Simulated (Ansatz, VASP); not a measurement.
**SbMo in VASP and in Ansatz**

```
Mo Sb
1.0
     0.00000    2.68850    2.68850
     2.68850    0.00000    2.68850
     2.68850    2.68850    0.00000
Mo Sb
1 1
Direct
  0.50000 0.50000 0.50000
  0.00000 0.00000 0.00000
```

Alike in both runs: task single point; functional PBEsol; k mesh 10 × 10 × 10; occupations gaussian, width 0.05 eV; no spin polarisation.

|  | VASP | Ansatz |
| --- | --- | --- |
| version | VASP 6.6.1 | Ansatz 0.2.0 |
| potentials or method | VASP PAW PBE potentials, release 64 (Mo_sv, Sb), cutoff 520 eV | scalar-relativistic, plane waves, PAW |
| valence electrons in the cell | 19 | 29 |

```tsv
	VASP	Ansatz	Ansatz less VASP
gap on the k mesh at the Fermi level (eV)	none	none	-
pressure (GPa)	6.3	6.2	-0.10
```

VASP's potentials were made for PBE, not for PBEsol. A gap of «none» marks a metal or a gap that the smearing closes. With one functional, cell and mesh, what is left measures potentials, basis and numerics. VASP's potentials hold 19 valence electrons a cell and Ansatz's 29, so a difference there can come from the potentials and not from the codes.

Spin-orbit coupling is off throughout.
